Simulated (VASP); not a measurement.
Set up this calculation in VASP 6.6.1, as the native input.

* Task: single point
* Functional: PBEsol
* Potentials or basis: VASP PAW PBE potentials, release 64 (B, N)
* Cutoff: 520 eV
* k mesh: 12 × 12 × 6
* Occupations: gaussian, width 0.05 eV
* Spin: no spin polarisation
* Dipole correction: no
* Further INCAR settings: ALGO = Normal; EDIFF = 1e-06; NBANDS = 16

The structure of BN lies in POSCAR:

```
BN
1.0
    2.4517820176      0.0000000000      0.0000000000
   -1.2258910088      2.1233055118      0.0000000000
    0.0000000000      0.0000000000      4.5650034000
B N
2 2
Direct
    0.6666666667      0.3333333333      0.9997240000
    0.3333333333      0.6666666667      0.4997240000
    0.6666666667      0.3333333333      0.6252760000
    0.3333333333      0.6666666667      0.1252760000
```

This cell differs from its parent crystal: strain -0.040 along x and y, +0.080 along z.

These files were run (other wordings do the same):

INCAR

```
SYSTEM = BN
  PREC = Accurate
  ENCUT = 520
  EDIFF = 1E-6
  ISMEAR = 0
  SIGMA = 0.05
  LREAL = .FALSE.
  LASPH = .TRUE.
  NELM = 100
  ALGO = Normal
  ISIF = 2
  LWAVE = .FALSE.
  LCHARG = .FALSE.
  GGA = PS
  NBANDS = 16
```

KPOINTS

```
Automatic mesh
0
G
  12 12 6
  0 0 0
```

Potentials or basis: VASP PAW PBE potentials, release 64 (B, N).

Command:

```sh
$ cat potpaw_PBE.64/B/POTCAR potpaw_PBE.64/N/POTCAR > POTCAR
$ mpirun -np 1 vasp_std > vasp.out
```

Results of the run:

```
Pressure               : 2.6 GPa
Largest force          : 0.440 eV/Å
Band gap on the k mesh : 4.48 eV, indirect (least direct gap 4.63 eV)
```

Caveat: the cell differs from its parent crystal (strain -0.040 along x and y, +0.080 along z); the PAW data sets were made with another functional, which shifts forces and pressure a little.

Wall time 29 s on 1 thread of AMD EPYC 7R43 64-Core Processor (Zen 3) (shared host), peak memory 0.11 GiB.
